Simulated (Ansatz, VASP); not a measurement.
# WS2 in VASP and in Ansatz

```
W S
1.0
     3.24237    0.00000    0.00000
    -1.62118    2.80797    0.00000
     0.00000    0.00000   12.74516
W S
2 4
Direct
  0.66667 0.33333 0.75000
  0.33333 0.66667 0.25000
  0.66667 0.33333 0.37500
  0.33333 0.66667 0.87500
  0.66667 0.33333 0.12500
  0.33333 0.66667 0.62500
```

Change from the starting cell: volume scaled by 1.06.

Alike in both runs: task single point; functional PBEsol; k mesh 10 × 10 × 3; occupations fermi-dirac, width 0.05 eV; no spin polarisation.

|  | VASP | Ansatz |
| --- | --- | --- |
| version | VASP 6.6.1 | Ansatz 0.2.0 |
| potentials or method | VASP PAW PBE potentials, release 64 (W_sv, S), cutoff 520 eV | all-electron LAPW, scalar-relativistic |

|  | VASP | Ansatz | Ansatz less VASP |
| --- | --- | --- | --- |
| gap on the k mesh at the Fermi level (eV) | 1.14 | 1.13 | -0.010 |
| least direct gap on the mesh (eV) | 1.93 | 1.92 | -0.002 |
| pressure (GPa) | -10.5 | -10.6 | -0.01 |
| traceless stress, the component that is largest in VASP (GPa) | 1.01 | 0.97 | -0.035 |
| rms of the force components (eV/Å) | 0.504 | 0.510 | +0.0060 |

VASP's potentials were made for PBE, not for PBEsol. Atom by atom the forces differ by 0.006 eV/Å (rms over components). Ansatz ran all-electron here, and VASP with PAW potentials.

Spin-orbit coupling is off throughout.
